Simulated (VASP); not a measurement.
Input of a VASP 6.6.1 run:

The input INCAR:

```
SYSTEM = SiNi3
ALGO = Fast
EDIFF = 1E-6
ENCUT = 520
GGA = PE
ISIF = 2
ISMEAR = 0
LASPH = .TRUE.
LCHARG = .TRUE.
LELF = .TRUE.
LREAL = .FALSE.
LVHAR = .TRUE.
LWAVE = .FALSE.
NBANDS = 25
NELM = 80
PREC = Accurate
SIGMA = 0.1
```

KPOINTS

```
k-points
0
G
  14 14 14
  0 0 0
```

The input POSCAR:

```
SiNi3
1.0
    3.4536657535      0.0000000000      0.0000000000
    0.0000000000      3.4536657535      0.0000000000
    0.0000000000      0.0000000000      3.5592263056
Si Ni
1 3
Direct
    0.0000000000      0.0000000000      0.0000000000
    0.0000000000      0.5000000000      0.5000000000
    0.5000000000      0.0000000000      0.5000000000
    0.5000000000      0.5000000000      0.0000000000
```

Potentials or basis: VASP PAW PBE potentials, release 64 (Si, Ni).

Launch:

```sh
$ cat potpaw_PBE.64/Si/POTCAR potpaw_PBE.64/Ni/POTCAR > POTCAR
$ mpirun -np 1 vasp_std > vasp.out
```

Predict the band gap on the k mesh.

zero (bands 17 and 18 overlap by 0.34 eV).

What does it give for the pressure?

3.5 GPa.

Stress tensor (GPa, compression positive):
```
5.21 0.00 0.00
0.00 5.21 0.00
0.00 0.00 0.11
```

Caveat: the cell differs from its parent crystal (biaxial strain in the a-b plane: -1.5 %, then relaxed in part); the stress differs along the axes, from 0 to 5 GPa. Spin polarisation is off, so any magnetic state and its effect on volume and gap are missing.
